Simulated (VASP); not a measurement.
GeN:

```xyz
2
Lattice="0.0000 2.5064 2.5064 2.5064 0.0000 2.5064 2.5064 2.5064 0.0000" Properties=species:S:1:pos:R:3 pbc="T T T"
Ge    0.0000    0.0000    0.0000
N     1.2532    1.2532    1.2532
```

The cell was built from a structure type or drawn by symmetry, and may not be a known phase.

```yaml
Program: VASP 6.6.1
Task: relaxation of cell and atoms
Functional: PBE
Potentials_or_basis: VASP PAW PBE potentials, release 64 (Ge_d, N)
Cutoff: 600 eV
k_mesh: 7 × 7 × 7
Occupations: gaussian, width 0.2 eV
Spin: no spin polarisation
```

At the start: pressure -10.1 GPa; volume 15.75 Å³/atom.

Q: How do energy, volume and symmetry change on relaxing?

A: Over 3 steps the energy falls by 66.4 meV/atom and the volume is 13.89 Å³/atom (-11.8 %); space group F-43m (No. 216, to 0.1 Å) before and after.

Step by step:
| step | energy change (eV) | largest force (eV/Å) | pressure (GPa) | volume (Å³) |
| --- | --- | --- | --- | --- |
| 1 | 0.0000 | 0.0000 | -10.11 | 31.49 |
| 2 | -0.1278 | 0.0000 | 2.62 | 27.18 |
| 3 | -0.1327 | 0.0000 | 0.08 | 27.78 |

Final structure:
```
CELL_PARAMETERS angstrom
0.00000 2.40392 2.40392
2.40392 0.00000 2.40392
2.40392 2.40392 0.00000
ATOMIC_POSITIONS crystal
Ge 0.00000 0.00000 0.00000
N 0.25000 0.25000 0.25000
```
